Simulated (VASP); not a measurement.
# Te2Mo (Pm) in VASP: single point with PBE

Aim: the single point of Te2Mo with PBE.

Program: VASP 6.6.1. These are calculated values, not measurements. Logs are shortened: lines on timing, memory, paths and dates and some standing lists are left out, and cuts for length are marked.

## Step 1: The cell of the first run

The structure is monoclinic, space group Pm (No. 6). Conventional cell: a = 6.346 Å, b = 3.494 Å, c = 14.866 Å, α = 90.00°, β = 92.12°, γ = 90.00°. Within 3.8 Å of Te (site symmetry m) lie 3 Mo at 2.82 to 2.84 Å and 8 Te at 3.49 to 3.71 Å. Te (site symmetry m) has 3 Mo at 2.82 to 2.84 Å and 8 Te at 3.49 to 3.71 Å within 3.8 Å. Te (site symmetry m) has 3 Mo at 2.70 to 2.71 Å and 6 Te at 3.49 to 3.71 Å within 3.8 Å. Within 3.8 Å of Te (site symmetry m) lie 3 Mo at 2.70 to 2.71 Å and 6 Te at 3.49 to 3.71 Å. Te (site symmetry m) has 3 Mo at 2.70 to 2.71 Å and 6 Te at 3.49 to 3.71 Å within 3.8 Å. Within 3.8 Å of Te (site symmetry m) lie 3 Mo at 2.70 to 2.71 Å and 6 Te at 3.49 to 3.71 Å. Te (site symmetry m) has 3 Mo at 2.82 to 2.84 Å and 8 Te at 3.49 to 3.71 Å within 3.8 Å. Te (site symmetry m) has 3 Mo at 2.82 to 2.84 Å and 8 Te at 3.49 to 3.71 Å within 3.8 Å.

## Step 2: Single point, PBE

INCAR

```
SYSTEM = Te2Mo
ALGO = Normal
EDIFF = 1E-6
ENCUT = 520
GGA = PE
ISIF = 2
ISMEAR = 0
LASPH = .TRUE.
LCHARG = .TRUE.
LELF = .TRUE.
LREAL = .FALSE.
LVHAR = .TRUE.
LWAVE = .FALSE.
NBANDS = 64
NELM = 100
PREC = Accurate
SIGMA = 0.05
```

KPOINTS

```
k-points
0
G
  4 8 2
  0 0 0
```

POSCAR

```
Te2Mo
1.0
    6.3464495577      0.0000000000      0.0000000000
    0.0000000000      3.4942155400      0.0000000000
   -0.5490254083      0.0000000000     14.8561586148
Te Mo
8 4
Direct
    0.4193469800      0.0000000000      0.9011539900
    0.5810927600      0.5000000000      0.0985498300
    0.9094538900      0.5000000000      0.8617520200
    0.0910474500      0.0000000000      0.1379227500
    0.4325395100      0.5000000000      0.6382740100
    0.5672046900      0.0000000000      0.3620628100
    0.9362609700      0.0000000000      0.5989235800
    0.0630865700      0.5000000000      0.4013918100
    0.8190039500      0.0000000000      0.9930897200
    0.1814915000      0.5000000000      0.0065316300
    0.6797845000      0.5000000000      0.4935200200
    0.3196862200      0.0000000000      0.5068268200
```

Potentials or basis: VASP PAW PBE potentials, release 64 (Te, Mo_sv).

The run is started by

```console
cat potpaw_PBE.64/Te/POTCAR potpaw_PBE.64/Mo_sv/POTCAR > POTCAR
mpirun -np 1 vasp_std > vasp.out
```

OUTCAR:

```text
SYSTEM = Te2Mo
   EDIFF = 1E-6
   ENCUT = 520
   GGA = PE
   ISIF = 2
   ISMEAR = 0
   LASPH = .TRUE.
   LREAL = .FALSE.
   NELM = 100
   PREC = Accurate

 ion  position               nearest neighbor table
   1  0.419  0.000  0.901-  10 2.82  10 2.82   9 2.84   2 3.53   2 3.53   3 3.63   3 3.63
   2  0.581  0.500  0.099-   9 2.82   9 2.82  10 2.84   1 3.53   1 3.53   4 3.63   4 3.63
   3  0.909  0.500  0.862-   9 2.70   9 2.70  10 2.71   1 3.63   1 3.63
   4  0.091  0.000  0.138-  10 2.70  10 2.70   9 2.71   2 3.63   2 3.63
   5  0.433  0.500  0.638-  12 2.70  12 2.70  11 2.71   7 3.63   7 3.63
   6  0.567  0.000  0.362-  11 2.70  11 2.70  12 2.71   8 3.63   8 3.63
   7  0.936  0.000  0.599-  11 2.82  11 2.82  12 2.84   8 3.54   8 3.54   5 3.63   5 3.63
   8  0.063  0.500  0.401-  12 2.82  12 2.82  11 2.84   7 3.54   7 3.54   6 3.63   6 3.63
   9  0.819  0.000  0.993-   3 2.70   3 2.70   4 2.71   2 2.82   2 2.82   1 2.84  10 2.89  10 2.89

  10  0.181  0.500  0.007-   4 2.70   4 2.70   3 2.71   1 2.82   1 2.82   2 2.84   9 2.89   9 2.89

  11  0.680  0.500  0.494-   6 2.70   6 2.70   5 2.71   7 2.82   7 2.82   8 2.84  12 2.89  12 2.89

  12  0.320  0.000  0.507-   5 2.70   5 2.70   6 2.71   8 2.82   8 2.82   7 2.84  11 2.89  11 2.89

  LATTYP: Found a simple monoclinic cell.
 ALAT       =     6.3464495577
 B/A-ratio  =     0.5505780056
 C/A-ratio  =     2.3424593439
 COS(beta)  =    -0.0369308709

  Lattice vectors:

 A1 = (   6.3464495577,   0.0000000000,   0.0000000000)
 A2 = (   0.0000000000,   3.4942155400,   0.0000000000)
 A3 = (  -0.5490254083,   0.0000000000,  14.8561586148)

Analysis of symmetry for initial positions (statically):
=====================================================================
 Subroutine PRICEL returns:
 Original cell was already a primitive cell.

 Routine SETGRP: Setting up the symmetry group for a
 simple monoclinic supercell.

 Subroutine GETGRP returns: Found  2 space group operations
 (whereof  2 operations were pure point group operations)
 out of a pool of  4 trial point group operations.

The static configuration has the point symmetry C_1h.

Analysis of symmetry for dynamics (positions and initial velocities):
=====================================================================
 Subroutine PRICEL returns:
 Original cell was already a primitive cell.

 Routine SETGRP: Setting up the symmetry group for a
 simple monoclinic supercell.

 Subroutine GETGRP returns: Found  2 space group operations
 (whereof  2 operations were pure point group operations)
 out of a pool of  4 trial point group operations.
[... 135 lines left out ...]
   EFERMI =   0.00;   METHOD = LEGACY
   ISMEAR =     0;   SIGMA  =   0.05  broadening in eV -4-tet -1-fermi 0-gaus
   EFERMI_NEDOS =   21; number of points for ismear=-14 and -15
   IALGO  =     38    algorithm
   IMIX   =      4    mixing-type and parameters
     AMIX     =   0.40;   BMIX     =  1.00
     AMIX_MAG =   1.60;   BMIX_MAG =  1.00
  volume/ion in A,a.u.               =      27.45       185.27
  Fermi-wavevector in a.u.,A,eV,Ry     =   1.114697  2.106472 16.905918  1.242550
  Thomas-Fermi vector in A             =   2.251295
   LORBIT       =      0    0 simple, 1 ext, 2 COOP (PROOUT), +10 PAW based schemes
   GGA     = PE    functional components
   LHFCALC =     F    Hartree Fock is set to
   AEXX    =    0.0000 exact exchange contribution
   IVDW    =     0    specifies the selected vdW correction
   LEPSILON=     F    determine dielectric tensor
   LRPA    =     F    only Hartree local field effects (RPA)
 non-spin polarized calculation
 Gauss-broadening in eV      SIGMA  =   0.05
  energy-cutoff  :      520.00
  volume of cell :      329.45
 maximum number of plane-waves:      8931
 NGX is ok and might be reduce to    48
   NGX = 23   NGY = 13   NGZ = 55

 number of electron     103.9999995 magnetization

 Free energy of the ion-electron system (eV)
  ---------------------------------------------------
  ext. energy  EPLUGINS =         0.00000000
  ---------------------------------------------------
  free energy    TOTEN  =       -71.94823108 eV

  energy without entropy =      -71.94422481  energy(sigma->0) =      -71.94622795

 E-fermi :   7.1329     XC(G=0):  -9.8569

 val. band max:        7.1259501473   @ k =   0.0000   0.1250   0.5000
 cond. band min:       7.1494734366   @ k =   0.0000   0.2500   0.0000
 fundamental gap:      0.0235232893
 Fermi energy:         7.1328942312

 k-point     1 :       0.0000    0.0000    0.0000
  band No.  band energies     occupation
      1     -53.9119      2.00000
      2     -53.8995      2.00000
      3     -53.8528      2.00000
      4     -53.8405      2.00000
      5     -28.1565      2.00000
      6     -28.1442      2.00000
[... 1597 lines left out ...]
     63       9.5455      0.00000
     64       9.5663      0.00000

 [... further k-points ...]

------------------------ aborting loop because EDIFF is reached ----------------------------------------

  FORCE on cell =-STRESS in cart. coord.  units (eV):
  Direction    XX          YY          ZZ          XY          YZ          ZX
  --------------------------------------------------------------------------------------
  -------------------------------------------------------------------------------------
  Total        1.7836193      0.0944956      2.3789341      0.0000000      0.0000000     -0.0029112
  in kB        8.6741252      0.4595524     11.5692698      0.0000000      0.0000000     -0.0141577
  external PRESSURE =       6.9009824 kB  Pullay stress =       0.0000000 kB

 VOLUME and BASIS-vectors are now :
 -----------------------------------------------------------------------------
  energy-cutoff  :      520.00
  volume of cell :      329.45
      direct lattice vectors                 reciprocal lattice vectors
     6.346449558  0.000000000  0.000000000     0.157568415  0.000000000  0.005823111
     0.000000000  3.494215540  0.000000000     0.000000000  0.286187268  0.000000000
    -0.549025408  0.000000000 14.856158615     0.000000000  0.000000000  0.067312152

 POSITION                                       TOTAL-FORCE (eV/Angst)
 -----------------------------------------------------------------------------------
      2.16661      0.00000     13.38769         0.059558      0.000000     -0.030927
      3.63377      1.74711      1.46407        -0.056018      0.000000      0.026124
      5.29868      1.74711     12.80232        -0.015124      0.000000     -0.217086
      0.50210      0.00000      2.04900         0.013489      0.000000      0.208046
      2.39466      1.74711      9.48230        -0.025700      0.000000      0.201890
      3.40095      0.00000      5.37886         0.015103      0.000000     -0.200768
      5.61311      0.00000      8.89770         0.055415      0.000000      0.018918
      0.18000      1.74711      5.96314        -0.046441      0.000000     -0.018281
      4.65254      0.00000     14.75350        -0.073905      0.000000      0.070843
      1.14824      1.74711      0.09703         0.071750      0.000000     -0.055609
      4.04326      1.74711      7.33181         0.076884      0.000000      0.074640
      1.75061      0.00000      7.52950        -0.075012      0.000000     -0.077789
 -----------------------------------------------------------------------------------
    total drift:                               -0.000522     -0.000000      0.000069

  FREE ENERGIE OF THE ION-ELECTRON SYSTEM (eV)
  ---------------------------------------------------
  free  energy   TOTEN  =       -71.9482310835 eV

  energy  without entropy=      -71.9442248148  energy(sigma->0) =      -71.94622795
```

OSZICAR:

```text
N       E                     dE             d eps       ncg     rms          rms(c)
DAV:   1     0.839775402507E+03    0.83978E+03   -0.53084E+04  4520   0.144E+03
DAV:   2    -0.158675694455E+02   -0.85564E+03   -0.83155E+03  4792   0.335E+02
DAV:   3    -0.722999594837E+02   -0.56432E+02   -0.54951E+02  4656   0.733E+01
DAV:   4    -0.744656059522E+02   -0.21656E+01   -0.21440E+01  4928   0.131E+01
DAV:   5    -0.745447878345E+02   -0.79182E-01   -0.79069E-01  4896   0.258E+00    0.297E+01
DAV:   6    -0.728391924040E+02    0.17056E+01   -0.10982E+01  4536   0.132E+01    0.114E+01
DAV:   7    -0.728911062198E+02   -0.51914E-01   -0.98995E+00  4432   0.106E+01    0.839E+00
DAV:   8    -0.719500505150E+02    0.94106E+00   -0.27389E+00  4528   0.624E+00    0.439E+00
DAV:   9    -0.719630142020E+02   -0.12964E-01   -0.60787E-01  4920   0.245E+00    0.223E+00
DAV:  10    -0.719511137514E+02    0.11900E-01   -0.10477E-01  4552   0.132E+00    0.988E-01
DAV:  11    -0.719519995305E+02   -0.88578E-03   -0.79965E-02  4904   0.929E-01    0.712E-01
DAV:  12    -0.719484479846E+02    0.35515E-02   -0.17781E-02  4872   0.475E-01    0.428E-01
DAV:  13    -0.719484162015E+02    0.31783E-04   -0.19238E-03  4592   0.170E-01    0.278E-01
DAV:  14    -0.719483011839E+02    0.11502E-03   -0.40811E-04  4856   0.111E-01    0.200E-01
DAV:  15    -0.719482520502E+02    0.49134E-04   -0.13448E-04  4840   0.626E-02    0.161E-01
DAV:  16    -0.719482347400E+02    0.17310E-04   -0.97522E-05  4608   0.359E-02    0.645E-02
DAV:  17    -0.719482315635E+02    0.31765E-05   -0.16203E-05  4776   0.137E-02    0.485E-02
DAV:  18    -0.719482310835E+02    0.47996E-06   -0.53896E-06  3920   0.112E-02
   1 F= -.71948231E+02 E0= -.71946228E+02  d E =-.400627E-02
```

Run time: 23 min. Hardware: 1 thread of Intel Xeon 8259CL, shared host; peak memory 0.7 GiB.

What came out:

* Free energy: -71.9482 eV
* Pressure: 0.7 GPa
* Largest force: 0.218 eV/Å
* Band gap on the k mesh: zero (bands 52 and 53 overlap by 0.14 eV)

Forces in eV/Å, atoms in the order of the input:
```
Te   0.060  0.000 -0.031
Te  -0.056  0.000  0.026
Te  -0.015  0.000 -0.217
Te   0.013  0.000  0.208
Te  -0.026  0.000  0.202
Te   0.015  0.000 -0.201
Te   0.055  0.000  0.019
Te  -0.046  0.000 -0.018
Mo  -0.074  0.000  0.071
Mo   0.072  0.000 -0.056
Mo   0.077  0.000  0.075
Mo  -0.075  0.000 -0.078
```

Stress tensor (GPa, compression positive):
```
0.87 0.00 0.00
0.00 0.05 0.00
0.00 0.00 1.16
```

Caveat: spin-orbit coupling is left out, which moves the levels of the heavy elements; this functional lacks dispersion, which binds the layers, so the pressure and a relaxed spacing across them are unreliable.
